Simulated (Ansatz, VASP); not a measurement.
**H in VASP and in Ansatz**

```
CELL_PARAMETERS angstrom
9.00000 0.00000 0.00000
0.00000 9.20000 0.00000
0.00000 0.00000 10.20000
ATOMIC_POSITIONS crystal
H 0.50000 0.50000 0.46319
H 0.50000 0.50000 0.53681
```

Alike in both runs: task relaxation of the atoms; functional PBE; dispersion D3(BJ); k mesh 1 × 1 × 1; occupations gaussian, width 0.01 eV; no spin polarisation.

|  | VASP | Ansatz |
| --- | --- | --- |
| version | VASP 6.6.1 | Ansatz 0.2.0 |
| potentials or method | VASP PAW PBE potentials, release 64 (H), cutoff 520 eV | scalar-relativistic, plane waves, PAW |
| valence electrons in the cell | 2 | 2 |

VASP gave:

- gap on the k mesh at the Fermi level, each at its own relaxed structure (eV): 10.12

Question: Estimate Ansatz's values.

Answer: gap on the k mesh at the Fermi level, each at its own relaxed structure (eV): 10.11.
